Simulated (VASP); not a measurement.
# MnSb: single point with PBE

Crystal: MnSb.

```
CELL_PARAMETERS angstrom
4.15000 0.00000 0.00000
-2.07500 3.59401 0.00000
0.00000 0.00000 5.78000
ATOMIC_POSITIONS crystal
Sb 0.66667 0.33333 0.75000
Sb 0.33333 0.66667 0.25000
Mn 0.00000 0.00000 0.50000
Mn 0.00000 0.00000 0.00000
```

```yaml
Program: VASP 6.6.1
Task: single point
Functional: PBE
Potentials_or_basis: VASP PAW PBE potentials, release 64 (Sb, Mn_pv)
Cutoff: 520 eV
k_mesh: 5 × 5 × 4
Occupations: fermi-dirac, width 0.05 eV
Spin: collinear spin, ferromagnetic start
Starting_moments: "[0.0, 0.0, 4.0, 4.0] μB"
```

* Pressure: -3.3 GPa
* Net moment: 6.66 μB per cell
* Site moments: Sb -0.13; Mn +3.39 μB
* Valence electrons inside the program's atomic spheres: Sb 2.44; Mn 11.52

Stress tensor (GPa, compression positive):
```
-2.86  0.00  0.00
 0.00 -2.86  0.00
 0.00  0.00 -4.17
```

Levels at points of the mesh, in eV from the Fermi level:
Spin up:
```csv
k point,band 18,band 19,band 20,band 21,band 22,band 23,band 24,band 25
"(0.00, 0.00, 0.00)",-1.86,-0.49,0.50,0.50,2.26,2.26,2.62,3.01
"(0.00, 0.00, 0.50)",-2.53,-0.59,-0.59,1.73,1.73,1.73,1.73,4.57
```
Spin down:
| k point | band 11 | band 12 | band 13 | band 14 | band 15 | band 16 | band 17 | band 18 | band 19 | band 20 |
| --- | --- | --- | --- | --- | --- | --- | --- | --- | --- | --- |
| (0.00, 0.00, 0.00) | -2.43 | -0.89 | 0.03 | 0.03 | 0.31 | 0.31 | 0.54 | 0.54 | 1.47 | 1.47 |
| (0.00, 0.00, 0.50) | -1.62 | -1.62 | -1.62 | -1.62 | 0.56 | 0.56 | 0.56 | 0.56 | 0.80 | 0.80 |

It took 37 s on 1 thread of Intel(R) Xeon(R) 6975P-C (Granite Rapids) (shared host), peak memory 0.27 GiB.

Caveat: spin-orbit coupling is left out, which moves the levels of the heavy elements; only a ferromagnetic start was run, and an antiferromagnetic order may lie lower in energy.
